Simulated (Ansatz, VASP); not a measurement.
# Ge in VASP and in Ansatz

```xyz
2
Lattice="0.0000 2.9091 2.9091 2.9091 0.0000 2.9091 2.9091 2.9091 0.0000" Properties=species:S:1:pos:R:3 pbc="T T T"
Ge    0.0000    0.0000    0.0000
Ge    1.4545    1.4545    1.4545
```

Alike in both runs: task single point; functional PBE; k mesh 12 × 12 × 12; occupations gaussian, width 0.1 eV; no spin polarisation.

|  | VASP | Ansatz |
| --- | --- | --- |
| version | VASP 6.6.1 | Ansatz 0.2.0 |
| potentials or method | VASP PAW PBE potentials, release 64 (Ge_d), cutoff 500 eV | scalar-relativistic, all-electron LAPW |

VASP gave:

| Property | Result |
| --- | --- |
| gap on the k mesh at the Fermi level (eV) | none |
| pressure (GPa) | -1.7 |

Task: What did Ansatz give for the same quantities?

Result: gap on the k mesh at the Fermi level (eV): none; pressure (GPa): -1.6.

A gap of «none» marks a metal or a gap that the smearing closes. Ansatz ran all-electron here, and VASP with PAW potentials.
